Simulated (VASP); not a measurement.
A run of VASP 6.6.1 is set up as follows.

Contents of INCAR:

```
SYSTEM = WS2
ALGO = Normal
EDIFF = 1E-6
ENCUT = 520
ISIF = 2
ISMEAR = -1
LASPH = .TRUE.
LCHARG = .FALSE.
LREAL = .FALSE.
LWAVE = .FALSE.
NBANDS = 20
NELM = 60
PREC = Accurate
SIGMA = 0.1
```

File KPOINTS:

```
k-points
0
G
  11 11 11
  0 0 0
```

POSCAR

```
WS2
1.0
    1.6150156033      0.9324296165      6.3039132129
   -1.6150156033      0.9324296165      6.3039132129
    0.0000000000     -1.8648592331      6.3039132129
W S
1 2
Direct
    0.0000000000      0.0000000000      0.0000000000
    0.2497000000      0.2497000000      0.2497000000
    0.4190000000      0.4190000000      0.4190000000
```

Potentials or basis: VASP PAW LDA potentials, release 64 (W_sv, S).

Command:

```bash
$ cat potpaw_LDA.64/W_sv/POTCAR potpaw_LDA.64/S/POTCAR > POTCAR
$ mpirun -np 1 vasp_std > vasp.out
```

Q: Estimate the largest force.

A: 1.547 eV/Å.

Q: Predict the band gap on the k mesh.

A: 1.01 eV (least direct gap 1.93 eV).

Stress tensor (GPa, compression positive):
```
-12.58   0.00   0.00
  0.00 -12.58   0.00
  0.00   0.00 -13.02
```

Caveat: the cell stands under tension; spin-orbit coupling is left out, which moves the levels of the heavy elements; forces of over 1 eV/Å act on the atoms, so gaps and moduli don't describe the material at rest. LDA gaps usually lie below the measured ones, often by a third to a half.
